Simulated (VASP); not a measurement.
InP: density of states with PBE

InP:

```
CELL_PARAMETERS angstrom
0.00000 2.85500 2.85500
2.85500 0.00000 2.85500
2.85500 2.85500 0.00000
ATOMIC_POSITIONS crystal
In 0.00000 0.00000 0.00000
P 0.50000 0.50000 0.50000
```

* Program: VASP 6.6.1
* Task: density of states
* Functional: PBE
* Potentials or basis: VASP PAW PBE potentials, release 64 (In_d, P)
* Cutoff: 520 eV
* k mesh: 11 × 11 × 11
* Occupations: fermi-dirac, width 0.03 eV
* Spin: no spin polarisation
* Dipole correction: no
* k mesh for the DOS: 17 × 17 × 17
* Occupations for the DOS: tetrahedron
* Further INCAR settings: ALGO = Normal; EDIFF = 1e-07; NBANDS = 16

```
Valence electrons inside the program's atomic spheres : In 11.24; P 2.44
```

Levels at points of the mesh, in eV from the Fermi level:
```tsv
k point	band 6	band 7	band 8	band 9	band 10	band 11	band 12	band 13
(0.00, 0.00, 0.00)	-11.35	-0.20	-0.20	-0.20	-0.15	7.10	7.10	7.10
```

It used 100 s of CPU time on 1 thread of Intel Xeon 6975P-C, with other jobs on the host.

Caveat: spin-orbit coupling is left out, which moves the levels of the heavy elements.
